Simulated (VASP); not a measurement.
# FeNi3 (Fm-3m) in VASP: single point with r2SCAN

Aim: the single point of FeNi3 with r2SCAN.

Program: VASP 6.6.1. These are calculated values, not measurements. Logs are shortened: lines on timing, memory, paths and dates and some standing lists are left out, and cuts for length are marked.

### Step 1. The cell of the first run

Symmetry: Fm-3m, No. 225, cubic system. Conventional cell: a = 5.581 Å, b = 5.581 Å, c = 5.581 Å, α = 90.00°, β = 90.00°, γ = 90.00°. Fe (site symmetry m-3m) has 14 Ni at 2.42 to 2.79 Å within 3.2 Å. Ni (site symmetry -43m) has 4 Fe at 2.42 Å and 10 Ni at 2.42 to 2.79 Å within 3.2 Å. Ni (site symmetry m-3m) has 8 Ni at 2.42 Å and 6 Fe at 2.79 Å within 3.2 Å.

### Step 2. Single point, r2SCAN, collinear spin, ferrimagnetic start

Contents of POSCAR:

```
FeNi3
1.0
    0.0000000000      2.7903698700      2.7903698700
    2.7903698700      0.0000000000      2.7903698700
    2.7903698700      2.7903698700      0.0000000000
Fe Ni
1 3
Direct
    0.0000000000      0.0000000000      0.0000000000
    0.7500000000      0.7500000000      0.7500000000
    0.2500000000      0.2500000000      0.2500000000
    0.5000000000      0.5000000000      0.5000000000
```

Contents of INCAR.step1:

```
SYSTEM = FeNi3
ALGO = Normal
EDIFF = 1E-4
ENCUT = 520
GGA = PE
ISMEAR = -1
ISPIN = 2
LASPH = .TRUE.
LCHARG = .FALSE.
LMAXMIX = 4
LREAL = .FALSE.
LWAVE = .TRUE.
MAGMOM = 2.4 -1 1 -1
NBANDS = 31
NELM = 150
PREC = Accurate
SIGMA = 0.1
```

Contents of INCAR.step2:

```
SYSTEM = FeNi3
ALGO = Normal
EDIFF = 1E-6
ENCUT = 520
ISIF = 2
ISMEAR = -1
ISPIN = 2
ISTART = 1
LASPH = .TRUE.
LCHARG = .FALSE.
LMAXMIX = 4
LMIXTAU = .TRUE.
LORBIT = 11
LREAL = .FALSE.
LWAVE = .FALSE.
MAGMOM = 2.4 -1 1 -1
METAGGA = R2SCAN
NBANDS = 31
NELM = 150
PREC = Accurate
SIGMA = 0.1
```

Contents of KPOINTS:

```
k-points
0
G
  8 8 8
  0 0 0
```

Potentials or basis: VASP PAW PBE potentials, release 64 (Fe, Ni).

The run is started by

```console
> cat potpaw_PBE.64/Fe/POTCAR potpaw_PBE.64/Ni/POTCAR > POTCAR
> cp INCAR.step1 INCAR
> mpirun -np 1 vasp_std > vasp.out
> cp INCAR.step2 INCAR
> mpirun -np 1 vasp_std > vasp.out
```

OUTCAR:

```text
SYSTEM = FeNi3
   EDIFF = 1E-6
   ENCUT = 520
   ISIF = 2
   ISMEAR = -1
   ISPIN = 2
   ISTART = 1
   LASPH = .TRUE.
   LORBIT = 11
   LREAL = .FALSE.
   METAGGA = R2SCAN
   NELM = 150
   PREC = Accurate

 ion  position               nearest neighbor table
   1  0.000  0.000  0.000-   2 2.42   3 2.42   2 2.42   2 2.42   2 2.42   3 2.42   3 2.42   3 2.42
                             4 2.79   4 2.79   4 2.79   4 2.79   4 2.79   4 2.79
   2  0.750  0.750  0.750-   1 2.42   4 2.42   4 2.42   4 2.42   4 2.42   1 2.42   1 2.42   1 2.42
                             3 2.79   3 2.79   3 2.79   3 2.79   3 2.79   3 2.79
   3  0.250  0.250  0.250-   1 2.42   4 2.42   1 2.42   1 2.42   1 2.42   4 2.42   4 2.42   4 2.42
                             2 2.79   2 2.79   2 2.79   2 2.79   2 2.79   2 2.79
   4  0.500  0.500  0.500-   2 2.42   3 2.42   3 2.42   3 2.42   3 2.42   2 2.42   2 2.42   2 2.42
                             1 2.79   1 2.79   1 2.79   1 2.79   1 2.79   1 2.79

  LATTYP: Found a face centered cubic cell.
 ALAT       =     5.5807397400

  Lattice vectors:

 A1 = (   0.0000000000,   2.7903698700,   2.7903698700)
 A2 = (   2.7903698700,   0.0000000000,   2.7903698700)
 A3 = (   2.7903698700,   2.7903698700,   0.0000000000)

Analysis of symmetry for initial positions (statically):
=====================================================================
 Subroutine PRICEL returns:
 Original cell was already a primitive cell.

 Routine SETGRP: Setting up the symmetry group for a
 face centered cubic supercell.

 Subroutine GETGRP returns: Found 48 space group operations
 (whereof 48 operations were pure point group operations)
 out of a pool of 48 trial point group operations.

The static configuration has the point symmetry O_h .

Analysis of symmetry for dynamics (positions and initial velocities):
=====================================================================
 Subroutine PRICEL returns:
 Original cell was already a primitive cell.

 Routine SETGRP: Setting up the symmetry group for a
 face centered cubic supercell.

 Subroutine GETGRP returns: Found 48 space group operations
 (whereof 48 operations were pure point group operations)
 out of a pool of 48 trial point group operations.

The dynamic configuration has the point symmetry O_h .

Analysis of structural, dynamic, and magnetic symmetry:
=====================================================================
 Subroutine PRICEL returns:
 Original cell was already a primitive cell.

 Routine SETGRP: Setting up the symmetry group for a
 face centered cubic supercell.

 Subroutine GETGRP returns: Found 24 space group operations
 (whereof 24 operations were pure point group operations)
 out of a pool of 48 trial point group operations.

The overall configuration has the point symmetry T_d .

 Subroutine INISYM returns: Found 24 space group operations
 (whereof 24 operations are pure point group operations),
 and found     1 'primitive' translations

----------------------------------------------------------------------------------------

                                     Primitive cell

  volume of cell :      43.4526

  direct lattice vectors                    reciprocal lattice vectors
     0.000000000  2.790369870  2.790369870    -0.179187715  0.179187715  0.179187715
     2.790369870  0.000000000  2.790369870     0.179187715 -0.179187715  0.179187715
     2.790369870  2.790369870  0.000000000     0.179187715  0.179187715 -0.179187715

  length of vectors
     3.946178914  3.946178914  3.946178914     0.310362226  0.310362226  0.310362226

  position of ions in fractional coordinates (direct lattice)
     0.000000000  0.000000000  0.000000000
     0.750000000  0.750000000  0.750000000
     0.250000000  0.250000000  0.250000000
     0.500000000  0.500000000  0.500000000

  ion indices of the primitive-cell ions
   primitive index   ion index
                 1           1
                 2           2
                 3           3
                 4           4

----------------------------------------------------------------------------------------

 KPOINTS: k-points

Automatic generation of k-mesh.
 Grid dimensions read from file:
 generate k-points for:    8    8    8

 Generating k-lattice:

  Cartesian coordinates                     Fractional coordinates (reciprocal lattice)
    -0.022398464  0.022398464  0.022398464     0.125000000  0.000000000  0.000000000
     0.022398464 -0.022398464  0.022398464     0.000000000  0.125000000  0.000000000
     0.022398464  0.022398464 -0.022398464     0.000000000  0.000000000  0.125000000

  Length of vectors
     0.038795278  0.038795278  0.038795278

  Shift w.r.t. Gamma in fractional coordinates (k-lattice)
     0.000000000  0.000000000  0.000000000

 Subroutine IBZKPT returns following result:
 ===========================================

 Found     29 irreducible k-points:

 Following reciprocal coordinates:
            Coordinates               Weight
  0.000000  0.000000  0.000000      1.000000
  0.125000  0.000000  0.000000      8.000000
  0.250000  0.000000  0.000000      8.000000
  0.375000  0.000000  0.000000      8.000000
  0.500000  0.000000  0.000000      4.000000
  0.125000  0.125000  0.000000      6.000000
[... 16 lines left out ...]
  0.500000  0.250000  0.125000     48.000000
 -0.375000  0.250000  0.125000     24.000000
 [... further k-points ...]
   k-points           NKPTS =     29   k-points in BZ     NKDIM =     29   number of bands    NBANDS=     31
   number of dos      NEDOS =    301   number of ions     NIONS =      4
   total plane-waves  NPLWV =  27000
   dimension x,y,z NGX =    30 NGY =   30 NGZ =   30
   dimension x,y,z NGXF=    60 NGYF=   60 NGZF=   60
   ions per type =               1   3
   NGX,Y,Z   is equivalent  to a cutoff of  12.64, 12.64, 12.64 a.u.
   NGXF,Y,Z  is equivalent  to a cutoff of  25.28, 25.28, 25.28 a.u.
 SYSTEM =  FeNi3
   PREC   = accura    normal or accurate (medium, high low for compatibility)
   ISTART =      1    job   : 0-new  1-cont  2-samecut
   ICHARG =      0    charge: 1-file 2-atom 10-const
   ISPIN  =      2    spin polarized calculation?
   LNONCOLLINEAR =      F non collinear calculations
   LSORBIT =      F    spin-orbit coupling
   LASPH  =      T    aspherical Exc in radial PAW
   ENCUT  =  520.0 eV  38.22 Ry    6.18 a.u.   7.34  7.34  7.34*2*pi/ulx,y,z
   NELM   =    150;   NELMIN=  2; NELMDL=  0     # of ELM steps
   EDIFF  = 0.1E-05   stopping-criterion for ELM
   LREAL  =      F    real-space projection
[... 7 lines left out ...]
   TEBEG  =    0.0;   TEEND  =   0.0 temperature during run
   PSTRESS=    0.0 pullay stress
   NELECT =      38.0000    total number of electrons
   NUPDOWN=      -1.0000    fix difference up-down
   EMIN   =  10.00;   EMAX   =-10.00  energy-range for DOS
   EFERMI =   0.00;   METHOD = LEGACY
   ISMEAR =    -1;   SIGMA  =   0.10  broadening in eV -4-tet -1-fermi 0-gaus
   EFERMI_NEDOS =   21; number of points for ismear=-14 and -15
   IALGO  =     38    algorithm
   IMIX   =      4    mixing-type and parameters
     AMIX     =   0.40;   BMIX     =  1.00
     AMIX_MAG =   1.60;   BMIX_MAG =  1.00
  volume/ion in A,a.u.               =      10.86        73.31
  Fermi-wavevector in a.u.,A,eV,Ry     =   1.565540  2.958442 33.346743  2.450916
  Thomas-Fermi vector in A             =   2.668001
   LORBIT       =     11    0 simple, 1 ext, 2 COOP (PROOUT), +10 PAW based schemes
   METAGGA = R2SCAN    functional components
   LHFCALC =     F    Hartree Fock is set to
   AEXX    =    0.0000 exact exchange contribution
   IVDW    =     0    specifies the selected vdW correction
   LEPSILON=     F    determine dielectric tensor
   LRPA    =     F    only Hartree local field effects (RPA)
 spin polarized calculation
  energy-cutoff  :      520.00
  volume of cell :       43.45
 maximum number of plane-waves:      1211
 NGX is ok and might be reduce to    30
   NGX = 15   NGY = 15   NGZ = 15

 number of electron      38.0000020 magnetization       4.8790938

 Free energy of the ion-electron system (eV)
  ---------------------------------------------------
  ext. energy  EPLUGINS =         0.00000000
  ---------------------------------------------------
  free energy    TOTEN  =       -50.21381349 eV

  energy without entropy =      -50.07443454  energy(sigma->0) =      -50.14412402

 E-fermi :   8.7184     XC(G=0): -14.4366

 val. band max:        8.7171753952   @ k =   0.5000   0.5000   0.0000
 cond. band min:       8.7281785043   @ k =  -0.3750   0.3750   0.1250
 fundamental gap:      0.0110031091
 Fermi energy:         8.7183641866

 spin component 1

 k-point     1 :       0.0000    0.0000    0.0000
  band No.  band energies     occupation
      1      -0.7801      1.00000
      2       3.2735      1.00000
      3       3.2735      1.00000
      4       4.2404      1.00000
      5       4.2405      1.00000
      6       4.2405      1.00000
[... 23 lines left out ...]
     30      18.7247      0.00000
     31      18.8689      0.00000

 k-point     2 :       0.1250    0.0000    0.0000
  band No.  band energies     occupation
      1      -0.5271      1.00000
      2       3.3568      1.00000
      3       3.3568      1.00000
      4       4.1405      1.00000
      5       4.2390      1.00000
      6       4.2390      1.00000
[... 23 lines left out ...]
     30      18.5913      0.00000
     31      20.0733      0.00000

 k-point     3 :       0.2500    0.0000    0.0000
  band No.  band energies     occupation
      1       0.2067      1.00000
      2       3.5805      1.00000
      3       3.5805      1.00000
      4       4.0209      1.00000
      5       4.2566      1.00000
      6       4.2567      1.00000
[... 703 lines left out ...]
     30      23.5706      0.00000
     31      24.8978      0.00000

 k-point    24 :      -0.3750    0.2500    0.1250
  band No.  band energies     occupation
      1       2.8366      1.00000
      2       2.8712      1.00000
      3       3.6697      1.00000
      4       4.0409      1.00000
      5       4.3198      1.00000
      6       4.4062      1.00000
[... 23 lines left out ...]
     30      21.8949      0.00000
     31      26.2015      0.00000

 [... further k-points ...]

 spin component 2

 k-point     1 :       0.0000    0.0000    0.0000
  band No.  band energies     occupation
      1      -1.0382      1.00000
      2       4.6675      1.00000
      3       4.6675      1.00000
      4       5.6435      1.00000
      5       5.6435      1.00000
      6       5.6435      1.00000
[... 23 lines left out ...]
     30      18.9004      0.00000
     31      19.1478      0.00000

 k-point     2 :       0.1250    0.0000    0.0000
  band No.  band energies     occupation
      1      -0.7816      1.00000
      2       4.7592      1.00000
      3       4.7592      1.00000
      4       5.5218      1.00000
      5       5.6649      1.00000
      6       5.6649      1.00000
[... 23 lines left out ...]
     30      19.0568      0.00000
     31      20.5849      0.00000

 k-point     3 :       0.2500    0.0000    0.0000
  band No.  band energies     occupation
      1      -0.0322      1.00000
      2       5.0118      1.00000
      3       5.0118      1.00000
      4       5.2661      1.00000
      5       5.5596      1.00000
      6       5.7528      1.00000
[... 703 lines left out ...]
     30      23.9923      0.00000
     31      25.3180      0.00000

 k-point    24 :      -0.3750    0.2500    0.1250
  band No.  band energies     occupation
      1       2.9656      1.00000
      2       3.0728      1.00000
      3       4.9595      1.00000
      4       5.0696      1.00000
      5       5.8639      1.00000
      6       6.1575      1.00000
[... 23 lines left out ...]
     30      22.4096      0.00000
     31      26.5574      0.00000

 [... further k-points ...]

------------------------ aborting loop because EDIFF is reached ----------------------------------------

  FORCE on cell =-STRESS in cart. coord.  units (eV):
  Direction    XX          YY          ZZ          XY          YZ          ZX
  --------------------------------------------------------------------------------------
  -------------------------------------------------------------------------------------
  Total        0.4148180      0.4148180      0.4148180      0.0000000      0.0000000      0.0000000
  in kB       15.2951198     15.2951198     15.2951198      0.0000000      0.0000000      0.0000000
  external PRESSURE =      15.2951198 kB  Pullay stress =       0.0000000 kB

 VOLUME and BASIS-vectors are now :
 -----------------------------------------------------------------------------
  energy-cutoff  :      520.00
  volume of cell :       43.45
      direct lattice vectors                 reciprocal lattice vectors
     0.000000000  2.790369870  2.790369870    -0.179187715  0.179187715  0.179187715
     2.790369870  0.000000000  2.790369870     0.179187715 -0.179187715  0.179187715
     2.790369870  2.790369870  0.000000000     0.179187715  0.179187715 -0.179187715

 POSITION                                       TOTAL-FORCE (eV/Angst)
 -----------------------------------------------------------------------------------
      0.00000      0.00000      0.00000        -0.000000     -0.000000      0.000000
      4.18555      4.18555      4.18555         0.000000      0.000000     -0.000000
      1.39518      1.39518      1.39518        -0.000000     -0.000000     -0.000000
      2.79037      2.79037      2.79037         0.000000     -0.000000      0.000000
 -----------------------------------------------------------------------------------
    total drift:                                0.000000      0.000000      0.000000

  FREE ENERGIE OF THE ION-ELECTRON SYSTEM (eV)
  ---------------------------------------------------
  free  energy   TOTEN  =       -50.2138134917 eV

  energy  without entropy=      -50.0744345393  energy(sigma->0) =      -50.14412402

 total charge

# of ion       s       p       d       tot
------------------------------------------
    1        0.486   0.552   6.080   7.117
    2        0.530   0.556   8.343   9.428
    3        0.530   0.556   8.342   9.428
    4        0.512   0.530   8.389   9.431
--------------------------------------------------
tot          2.057   2.192  31.154  35.403

 magnetization (x)

# of ion       s       p       d       tot
------------------------------------------
    1        0.020  -0.012   3.095   3.103
    2       -0.013  -0.059   0.798   0.727
    3       -0.013  -0.059   0.798   0.727
    4       -0.016  -0.052   0.472   0.405
--------------------------------------------------
tot         -0.021  -0.182   5.164   4.962
```

Wall time 7.1 min (1 thread of AMD EPYC 9R45 (Zen 5), shared host); peak memory 0.2 GiB.

What came out:

| Item | Value |
| --- | --- |
| Free energy | -50.2138 eV |
| Pressure | 1.5 GPa |
| Net moment | 4.88 μB per cell |
| Site moments | Fe +3.10; Ni +0.73, +0.41 μB |
| Valence electrons inside the program's atomic spheres | Fe 7.12; Ni 9.43 |

Levels at points of the mesh, in eV from the Fermi level:
Spin up:
| k point | band 19 | band 20 | band 21 | band 22 | band 23 | band 24 |
| --- | --- | --- | --- | --- | --- | --- |
| (0.00, 0.00, 0.00) | -0.85 | -0.85 | -0.85 | 8.16 | 8.16 | 8.16 |
| (0.50, 0.00, 0.00) | -1.14 | -1.02 | -1.02 | -0.60 | 6.54 | 6.54 |
| (0.50, 0.50, 0.00) | -0.65 | -0.58 | -0.58 | -0.26 | 0.00 | 0.00 |
Spin down:
```csv
k point,band 14,band 15,band 16,band 17,band 18,band 19,band 20,band 21
"(0.00, 0.00, 0.00)",-0.40,-0.18,-0.18,1.02,1.02,1.02,1.71,1.71
"(0.50, 0.00, 0.00)",-0.47,-0.15,-0.15,0.27,0.54,0.54,1.27,1.28
"(0.50, 0.50, 0.00)",-0.39,-0.24,-0.24,-0.22,-0.21,0.45,0.50,1.37
```

Caveat: the PAW data sets were made with another functional, which shifts forces and pressure a little.
